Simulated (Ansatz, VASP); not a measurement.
# Two plane-wave programs on InSb2

File POSCAR:

```
InSb2
1.0
    6.4142974336      0.0000000000      0.0000000000
    0.0000000000      6.4142974336      0.0000000000
    0.0000000000      0.0000000000      4.1314553997
In Sb
2 4
Direct
    0.0000000000      0.0000000000      0.0000000000
    0.5000000000      0.5000000000      0.5000000000
    0.3060000000      0.3060000000      0.0000000000
    0.1940000000      0.8060000000      0.5000000000
    0.6940000000      0.6940000000      0.0000000000
    0.8060000000      0.1940000000      0.5000000000
```

File INCAR.step1:

```
SYSTEM = InSb2
PREC = Accurate ; ENCUT = 520
ISMEAR = 0 ; SIGMA = 0.1
LREAL = .False. ; LASPH = .True.
NELM = 80 ; NBANDS = 32
GGA = PE ; ALGO = Normal
EDIFF = 1E-4 ; LWAVE = .True.
LCHARG = .False.
```

INCAR.step2

```
SYSTEM = InSb2
PREC = Accurate ; ENCUT = 520
EDIFF = 1E-6 ; ISMEAR = 0
SIGMA = 0.1 ; LREAL = .False.
LASPH = .True. ; NELM = 80
ALGO = Normal ; ISIF = 2
LWAVE = .False. ; LCHARG = .False.
METAGGA = R2SCAN ; LMIXTAU = .True.
NBANDS = 32 ; ISTART = 1
```

Contents of KPOINTS:

```
Automatic mesh
0
Gamma
  4 4 4
  0 0 0
```

Input for Ansatz:

```yaml
crystal:
  lattice:
    - [6.4142974336, 0.0, 0.0]
    - [0.0, 6.4142974336, 0.0]
    - [0.0, 0.0, 4.1314553997]
  atoms:
    - { symbol: In, position: [0.0, 0.0, 0.0] }
    - { symbol: In, position: [0.5, 0.5, 0.5] }
    - { symbol: Sb, position: [0.306, 0.306, 0.0] }
    - { symbol: Sb, position: [0.194, 0.806, 0.5] }
    - { symbol: Sb, position: [0.694, 0.694, 0.0] }
    - { symbol: Sb, position: [0.806, 0.194, 0.5] }
basis:
  ecutwfc: 500
kpoints:
  mp_grid: { grid: [4, 4, 4] }
hamiltonian:
  xc: r2scan
scf:
  occupations: { method: gaussian, width: 0.1 }
  lower_state_search: "off"
output:
  forces: true
  stress: true
  eigenvalues: true
```

Alike in both runs: task single point; functional r2SCAN; k mesh 4 × 4 × 4; occupations gaussian, width 0.1 eV; no spin polarisation.

```csv
,VASP,Ansatz
version,VASP 6.6.1,Ansatz 0.2.0
potentials or method,"VASP PAW PBE potentials, release 64 (In_d, Sb), cutoff 520 eV","scalar-relativistic, plane waves, PAW"
valence electrons in the cell,46,86
```

```tsv
	VASP	Ansatz	Ansatz less VASP
gap on the k mesh at the Fermi level (eV)	none	none	-
pressure (GPa)	12.2	12.1	-0.05
traceless stress, the component that is largest in VASP (GPa)	1.23	1.18	-0.048
rms of the force components (eV/Å)	0.195	0.190	-0.0048
```

VASP's potentials were made for PBE, not for r2SCAN. Atom by atom the forces differ by 0.005 eV/Å (rms over components). A gap of «none» marks a metal or a gap that the smearing closes. The functional is the same, so the differences come from potentials, cutoffs and numerics. VASP's potentials hold 46 valence electrons a cell and Ansatz's 86, so a difference there can come from the potentials and not from the codes.

The k mesh is coarse, so the values compare programs but aren't converged. Neither program's run includes spin-orbit coupling.
